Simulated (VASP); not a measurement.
TaF3:

```
Ta F
1.0
     3.90120    0.00000    0.00000
     0.00000    3.90120    0.00000
     0.00000    0.00000    3.90120
Ta F
1 3
Direct
  0.00000 0.00000 0.00000
  0.00000 0.00000 0.50000
  0.00000 0.50000 0.00000
  0.50000 0.00000 0.00000
```

| Item | Value |
| --- | --- |
| Program | VASP 6.6.1 |
| Task | relaxation of cell and atoms |
| Functional | PBE |
| Potentials or basis | VASP PAW PBE potentials, release 64 (Ta_sv_GW, F) |
| Cutoff | 600 eV |
| k mesh | 7 × 7 × 7 |
| Occupations | fermi-dirac, width 0.05 eV |
| Spin | no spin polarisation |
| Hubbard terms | Ta d U = 6.0 eV |

At the start: pressure 33.3 GPa; volume 14.84 Å³/atom.

Question: How do energy, volume and symmetry change on relaxing?

Answer: Over 18 steps the energy falls by 302.0 meV/atom and the volume is 18.36 Å³/atom (+23.7 %); space group Pm-3m (No. 221, to 0.05 Å).

Step by step:
```
step  energy change (eV)  largest force (eV/Å)  pressure (GPa)  volume (Å³)
   1              0.0000                0.0000           33.32        59.37
   2             -0.3687                0.0000          -13.90        90.04
   3             -1.2073                0.0000           -0.51        73.81
   4             -1.2079                0.0000           -0.10        73.50
   5             -1.2077                0.0000            0.31        73.19
   6             -1.2077                0.0000            0.31        73.20
   7             -1.2077                0.0000            0.30        73.21
   8             -1.2077                0.0000            0.29        73.21
   9             -1.2077                0.0000            0.29        73.21
  10             -1.2077                0.0000            0.29        73.21
  11             -1.2077                0.0000            0.29        73.21
  12             -1.2077                0.0000            0.29        73.21
  13             -1.2077                0.0000            0.28        73.22
  14             -1.2077                0.0000            0.28        73.22
  15             -1.2078                0.0000            0.26        73.24
  16             -1.2078                0.0000            0.23        73.27
  17             -1.2079                0.0000            0.13        73.33
  18             -1.2079                0.0000           -0.03        73.45
```

Final structure:
```yaml
crystal:
  lattice:
    - [4.18790, 0.00000, 0.00000]
    - [0.00000, 4.18790, 0.00000]
    - [0.00000, 0.00000, 4.18790]
  atoms:
    - { symbol: Ta, position: [0.00000, 0.00000, 0.00000] }
    - { symbol: F, position: [0.00000, 0.00000, 0.50000] }
    - { symbol: F, position: [0.00000, 0.50000, 0.00000] }
    - { symbol: F, position: [0.50000, 0.00000, 0.00000] }
```

Caveat: the electronic state changed during the relaxation; the volume moved by over 15 % at a fixed basis, so the end points are rough; the volume moved by +24 % from the deposited cell, more than functionals usually miss; U without spin polarisation on a metal has little footing.
